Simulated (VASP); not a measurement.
A run of VASP 6.6.1 is set up as follows.

File INCAR:

```
ALGO     = Normal         # electronic algorithm
EDIFF    = 1E-6           # SCF threshold, eV
ENCUT    = 520            # plane-wave cutoff, eV
GGA      = PE             # functional
ISIF     = 2              # what is computed and relaxed
ISMEAR   = 0              # smearing method
LASPH    = T              # aspherical terms in the spheres
LCHARG   = F              # write CHGCAR
LREAL    = F              # projectors in reciprocal space
LWAVE    = F              # write WAVECAR
NBANDS   = 21             # bands
NELM     = 100            # most SCF steps
PREC     = Accurate       # precision mode
SIGMA    = 0.05           # smearing width, eV
```

File KPOINTS:

```
k-points
0
Gamma
  12 12 7
```

POSCAR

```
Ru
1.0
    2.7414067149      0.0000000000      0.0000000000
   -1.3707033574      2.3741283257      0.0000000000
    0.0000000000      0.0000000000      4.3382472512
Ru
2
Direct
    0.3333333333      0.6666666667      0.2500000000
    0.6666666667      0.3333333333      0.7500000000
```

Potentials or basis: VASP PAW PBE potentials, release 64 (Ru_pv).

Launch:

```console
$ cat potpaw_PBE.64/Ru_pv/POTCAR > POTCAR
$ mpirun -np 1 vasp_std > vasp.out
```

Question: Predict the pressure.

Answer: -7.7 GPa.

Question: What does it give for the band gap on the k mesh?

Answer: Zero (band 14 reaches 13.46 eV, above the bottom of band 15 at 10.68 eV).

Stress tensor (GPa, compression positive):
```
-7.55  0.00  0.00
 0.00 -7.55  0.00
 0.00  0.00 -7.90
```
